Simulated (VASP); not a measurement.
# Ti2Te2Pt in VASP: notebook, part 2 of 2

VASP 6.6.1. Earlier steps stand in the parts before.

## Step 5: Single point, PBE, collinear spin, ferromagnetic start

This run uses another cell than the first one, of 23.93 Å³/atom, 0.998 times its volume.

Input file INCAR:

```
SYSTEM = Ti2Te2Pt
  PREC = Accurate
  ENCUT = 520
  EDIFF = 1E-6
  ISMEAR = 0
  SIGMA = 0.1
  LREAL = .FALSE.
  LASPH = .TRUE.
  NELM = 150
  ALGO = Normal
  ISIF = 2
  LWAVE = .FALSE.
  LCHARG = .FALSE.
  ISPIN = 2
  MAGMOM = 1 1 0 0 0
  LORBIT = 11
  LMAXMIX = 4
  GGA = PE
  NBANDS = 35
```

Input file KPOINTS:

```
regular mesh
0
G
  6 6 4
  0 0 0
```

Input file POSCAR:

```
Ti2Te2Pt
1.0
    5.0091579306      0.0000000000      0.0000000000
   -2.5045789653      4.3380580195      0.0000000000
    0.0000000000      0.0000000000      5.5051649333
Ti Te Pt
2 2 1
Direct
    0.3333333333      0.6666666667      0.5000000000
    0.6666666667      0.3333333333      0.5000000000
    0.3333333333      0.6666666667      0.0000000000
    0.6666666667      0.3333333333      0.0000000000
    0.0000000000      0.0000000000      0.5000000000
```

Potentials or basis: VASP PAW PBE potentials, release 64 (Ti_sv, Te, Pt).

The run is started by

```
$ cat potpaw_PBE.64/Ti_sv/POTCAR potpaw_PBE.64/Te/POTCAR potpaw_PBE.64/Pt/POTCAR > POTCAR
$ mpirun -np 1 vasp_std > vasp.out
```

OUTCAR:

```text
SYSTEM = Ti2Te2Pt
   PREC = Accurate
   ENCUT = 520
   EDIFF = 1E-6
   ISMEAR = 0
   LREAL = .FALSE.
   LASPH = .TRUE.
   NELM = 150
   ISIF = 2
   ISPIN = 2
   LORBIT = 11
   GGA = PE

 ion  position               nearest neighbor table
   1  0.333  0.667  0.500-   3 2.75   3 2.75   5 2.89   2 2.89   2 2.89   5 2.89   5 2.89   2 2.89

   2  0.667  0.333  0.500-   4 2.75   4 2.75   5 2.89   1 2.89   1 2.89   5 2.89   5 2.89   1 2.89

   3  0.333  0.667  0.000-   1 2.75   1 2.75   4 2.89   4 2.89   4 2.89
   4  0.667  0.333  0.000-   2 2.75   2 2.75   3 2.89   3 2.89   3 2.89
   5  0.000  0.000  0.500-   1 2.89   2 2.89   2 2.89   1 2.89   2 2.89   1 2.89

  LATTYP: Found a hexagonal cell.
 ALAT       =     5.0091579306
 C/A-ratio  =     1.0990200368

  Lattice vectors:
[... 1824 lines left out ...]
 -----------------------------------------------------------------------------------
     -0.00000      2.89204      2.75258        -0.000000      0.000000      0.000000
      2.50458      1.44602      2.75258         0.000000      0.000000     -0.000000
     -0.00000      2.89204      0.00000        -0.000000      0.000000      0.000000
      2.50458      1.44602      0.00000         0.000000     -0.000000      0.000000
      0.00000      0.00000      2.75258        -0.000000      0.000000      0.000000
 -----------------------------------------------------------------------------------
    total drift:                               -0.000000      0.000000      0.000000

  FREE ENERGIE OF THE ION-ELECTRON SYSTEM (eV)
  ---------------------------------------------------
  free  energy   TOTEN  =       -26.7033243522 eV

  energy  without entropy=      -26.6644561747  energy(sigma->0) =      -26.68389026

 total charge

# of ion       s       p       d       tot
------------------------------------------
    1        2.197   6.074   1.901  10.172
    2        2.197   6.074   1.901  10.172
    3        1.422   1.916   0.071   3.410
    4        1.422   1.916   0.071   3.410
    5        0.755   0.313   7.996   9.064
--------------------------------------------------
tot          7.992  16.294  11.941  36.228

 magnetization (x)

# of ion       s       p       d       tot
------------------------------------------
    1        0.009   0.015   0.406   0.431
    2        0.009   0.015   0.406   0.431
    3        0.001   0.026   0.006   0.033
    4        0.001   0.026   0.006   0.033
    5        0.001   0.019   0.000   0.020
--------------------------------------------------
tot          0.021   0.101   0.825   0.947
```

OSZICAR:

```text
N       E                     dE             d eps       ncg     rms          rms(c)
DAV:   1     0.472635934702E+03    0.47264E+03   -0.21369E+04  2940   0.134E+03
DAV:   2     0.253255107186E+02   -0.44731E+03   -0.42677E+03  3029   0.384E+02
DAV:   3    -0.236394002679E+02   -0.48965E+02   -0.46451E+02  4634   0.112E+02
DAV:   4    -0.290645896275E+02   -0.54252E+01   -0.53100E+01  4303   0.308E+01
DAV:   5    -0.293277538795E+02   -0.26316E+00   -0.26303E+00  4013   0.540E+00    0.180E+01
DAV:   6    -0.299425366600E+02   -0.61478E+00   -0.23930E+01  3979   0.303E+01    0.164E+01
DAV:   7    -0.272484154817E+02    0.26941E+01   -0.23540E+01  3838   0.266E+01    0.721E+00
DAV:   8    -0.267429849547E+02    0.50543E+00   -0.13723E+00  3252   0.732E+00    0.419E+00
DAV:   9    -0.267104048694E+02    0.32580E-01   -0.39001E-01  3968   0.366E+00    0.228E+00
DAV:  10    -0.267065373044E+02    0.38676E-02   -0.37448E-02  3436   0.123E+00    0.124E+00
DAV:  11    -0.267048978974E+02    0.16394E-02   -0.32240E-02  3549   0.117E+00    0.431E-01
DAV:  12    -0.267034912634E+02    0.14066E-02   -0.47720E-03  3179   0.432E-01    0.127E-01
DAV:  13    -0.267033206604E+02    0.17060E-03   -0.10036E-03  3613   0.149E-01    0.496E-02
DAV:  14    -0.267033209021E+02   -0.24169E-06   -0.92847E-05  3575   0.468E-02    0.393E-02
DAV:  15    -0.267033242403E+02   -0.33382E-05   -0.17151E-05  3234   0.233E-02    0.846E-03
DAV:  16    -0.267033243522E+02   -0.11191E-06   -0.11747E-06  2082   0.596E-03
   1 F= -.26703324E+02 E0= -.26683890E+02  d E =-.388682E-01  mag=     1.3299
```

stdout:

```text
POSCAR found type information on POSCAR TiTePt
 POSCAR found :  3 types and       5 ions
 scaLAPACK will be used
 LDA part: xc-table for (Slater+PW92), standard interpolation
 POSCAR, INCAR and KPOINTS ok, starting setup
 FFT: planning ... GRIDC
 FFT: planning ... GRID_SOFT
 FFT: planning ... GRID
 WAVECAR not read
 entering main loop
```

Run time: 2 min. Hardware: 1 thread of Intel Xeon 6975P-C (Granite Rapids), shared host; peak memory 0.38 GiB.

What came out:

```
Free energy                                           : -26.7033 eV
Pressure                                              : 0.0 GPa
Net moment                                            : 1.33 μB per cell
Site moments                                          : Ti +0.43; Te +0.03; Pt +0.02 μB
Valence electrons inside the program's atomic spheres : Ti 10.17; Te 3.41; Pt 9.06
```

Levels at points of the mesh, in eV from the Fermi level:
Spin up:
| k point | band 22 | band 23 | band 24 | band 25 | band 26 | band 27 |
| --- | --- | --- | --- | --- | --- | --- |
| (0.00, 0.00, 0.00) | -0.98 | -0.64 | -0.64 | 0.21 | 0.21 | 0.52 |
| (0.50, 0.00, 0.00) | -0.60 | -0.10 | -0.02 | 0.30 | 0.81 | 1.01 |
| (0.00, 0.00, 0.50) | -0.58 | -0.16 | -0.16 | 0.03 | 0.03 | 0.34 |
| (0.50, 0.00, 0.50) | -0.60 | 0.09 | 0.37 | 0.53 | 0.62 | 0.66 |
Spin down:
```csv
k point,band 20,band 21,band 22,band 23,band 24,band 25
"(0.00, 0.00, 0.00)",-1.24,-1.24,-0.92,-0.21,-0.21,0.68
"(0.50, 0.00, 0.00)",-1.46,-0.94,-0.17,0.22,0.31,0.46
"(0.00, 0.00, 0.50)",-1.20,-0.28,-0.28,-0.09,-0.09,0.49
"(0.50, 0.00, 0.50)",-1.52,-1.06,-0.15,0.31,0.77,0.92
```

Caveat: spin-orbit coupling is left out, which moves the levels of the heavy elements.

## Step 6: The runs side by side

| task | spin | cell | k mesh | cutoff (eV) | gap on the mesh (eV) | pressure (GPa) | largest force (eV/Å) |
| --- | --- | --- | --- | --- | --- | --- | --- |
| single point | off | a = 5.040, b = 5.040, c = 5.452 Å, angles 90.0, 90.0, 120.0°, 5 atoms | 3 × 3 × 4 | 520 | none | -0.2 | 0.01 |
| single point | off | a = 5.009, b = 5.009, c = 5.505 Å, angles 90.0, 90.0, 120.0°, 5 atoms | 6 × 6 × 4 | 520 | none | -0.2 | 0.01 |
| relaxation of cell and atoms | off | relaxed from a = 5.040, b = 5.040, c = 5.452 Å, angles 90.0, 90.0, 120.0°, 5 atoms | 6 × 6 × 4 | 600 | none | 0.0 | 0.04 |
| single point | collinear, ferromagnetic start | a = 5.009, b = 5.009, c = 5.505 Å, angles 90.0, 90.0, 120.0°, 5 atoms | 6 × 6 × 4 | 520 | none | 0.0 | - |

Some of these runs hold the atoms at other places in the same cell, which the table doesn't show; runs alike in all that it shows share one row.

Alike in all rows: level PBE; potentials or basis VASP PAW PBE potentials, release 64 (Ti_sv, Te, Pt); smearing gaussian 0.1 eV.

Caveats: some runs use coarse meshes; spin-orbit coupling is left out, which moves the levels of the heavy elements.

Total energies depend on the potentials used, so only differences within one code and one set of settings carry meaning.
